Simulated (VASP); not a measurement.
Input of a VASP 6.6.1 run:

The input INCAR:

```
SYSTEM = Re
ALGO = Normal
EDIFF = 1E-7
ENCUT = 520
GGA = PE
ISIF = 2
ISMEAR = -1
LASPH = .TRUE.
LCHARG = .TRUE.
LELF = .TRUE.
LREAL = .FALSE.
LVHAR = .TRUE.
LWAVE = .FALSE.
NBANDS = 14
NELM = 60
PREC = Accurate
SIGMA = 0.05
```

File KPOINTS:

```
k-points
0
G
  18 18 10
  0 0 0
```

The input POSCAR:

```
Re
1.0
    2.6201393302      0.0000000000      0.0000000000
   -1.3100696651      2.2691072214      0.0000000000
    0.0000000000      0.0000000000      4.1895637172
Re
2
Direct
    0.3333333333      0.6666666667      0.2500000000
    0.6666666667      0.3333333333      0.7500000000
```

Potentials or basis: VASP PAW PBE potentials, release 64 (Re).

Run with:

```bash
$ cat potpaw_PBE.64/Re/POTCAR > POTCAR
$ mpirun -np 1 vasp_std > vasp.out
```

(1) Predict the pressure.

(2) Predict the band gap on the k mesh.

Answers

(1) 101.0 GPa.

(2) zero (band 7 reaches 12.23 eV, above the bottom of band 8 at 7.79 eV).

Caveat: spin-orbit coupling is left out, which moves the levels of the heavy elements.
